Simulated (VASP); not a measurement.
The system is Hf.

```
CELL_PARAMETERS angstrom
0.00000 2.22000 2.22000
2.22000 0.00000 2.22000
2.22000 2.22000 0.00000
ATOMIC_POSITIONS crystal
Hf 0.00000 0.00000 0.00000
```

Program: VASP 6.6.1. Alike in all runs: task single point; cell as given; cutoff (eV) 520.

**Question.** Order these runs on this cell by their pressure, lowest first.
A. level PBE0; potentials or basis VASP PAW PBE potentials, release 64 (Hf_pv); spin off; k mesh 5 × 5 × 5; smearing fermi-dirac 0.05 eV; grid for exact exchange (PRECFOCK) Normal
B. level BLYP; potentials or basis VASP PAW PBE potentials, release 64 (Hf_pv); spin off; k mesh 10 × 10 × 10; smearing fermi-dirac 0.05 eV
C. level revPBE+D3(BJ); potentials or basis VASP PAW PBE potentials, release 64 (Hf_pv); spin off; k mesh 10 × 10 × 10; smearing tetrahedron
D. level BLYP+D3(BJ); potentials or basis VASP PAW PBE potentials, release 64 (Hf_pv); spin off; k mesh 10 × 10 × 10; smearing methfessel-paxton 0.1 eV
E. level LDA; potentials or basis VASP PAW LDA potentials, release 64 (Hf_pv); spin non-collinear, zero start, SOC; k mesh 7 × 7 × 7; smearing fermi-dirac 0.05 eV

**Answer.** E (-5.7 GPa), D (-2.7 GPa), C (-0.9 GPa), A (2.1 GPa), B (6.0 GPa).

Caveats: some runs use coarse meshes; the PAW data sets were made with another functional, which shifts forces and pressure a little (some runs); pairwise dispersion overbinds metals, which lowers pressure and volume (some runs); three body term missing (some runs); tetrahedron occupations give inexact forces and stress in metals (some runs).
